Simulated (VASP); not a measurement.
Input of a VASP 6.6.1 run:

File POSCAR:

```
LuMo3
1.0
    5.1098955500      0.0000000000      0.0000000000
    0.0000000000      5.1098955500      0.0000000000
    0.0000000000      0.0000000000      5.1098955500
Lu Mo
2 6
Direct
    0.0000000000      0.0000000000      0.0000000000
    0.5000000000      0.5000000000      0.5000000000
    0.2500000000      0.0000000000      0.5000000000
    0.5000000000      0.7500000000      0.0000000000
    0.7500000000      0.0000000000      0.5000000000
    0.5000000000      0.2500000000      0.0000000000
    0.0000000000      0.5000000000      0.7500000000
    0.0000000000      0.5000000000      0.2500000000
```

Contents of INCAR.step1:

```
ALGO = Normal
EDIFF = 1E-4
ENCUT = 520
GGA = PE
ISMEAR = -1
LASPH = True
LCHARG = False
LREAL = False
LWAVE = True
NBANDS = 77
NELM = 100
PREC = Accurate
SIGMA = 0.0222
```

INCAR.step2

```
ALGO = Normal
EDIFF = 1E-6
ENCUT = 520
ISIF = 2
ISMEAR = -1
ISTART = 1
LASPH = True
LCHARG = False
LMIXTAU = True
LREAL = False
LWAVE = False
METAGGA = R2SCAN
NBANDS = 77
NELM = 100
PREC = Accurate
SIGMA = 0.0222
```

The input KPOINTS:

```
k-points
0
Gamma
  7 7 7
```

Potentials or basis: VASP PAW PBE potentials, release 64 (Lu, Mo_sv).

Run with:

```bash
$ cat potpaw_PBE.64/Lu/POTCAR potpaw_PBE.64/Mo_sv/POTCAR > POTCAR
$ cp INCAR.step1 INCAR
$ mpirun -np 1 vasp_std > vasp.out
$ cp INCAR.step2 INCAR
$ mpirun -np 1 vasp_std > vasp.out
```

(1) What does it give for the band gap on the k mesh?

(2) Estimate the pressure.

Answers

(1) zero (bands 67 and 68 overlap by 1.09 eV).

(2) 11.9 GPa.

Caveat: the cell stands under pressure; the PAW data sets were made with another functional, which shifts forces and pressure a little; spin-orbit coupling is left out, which moves the levels of the heavy elements.
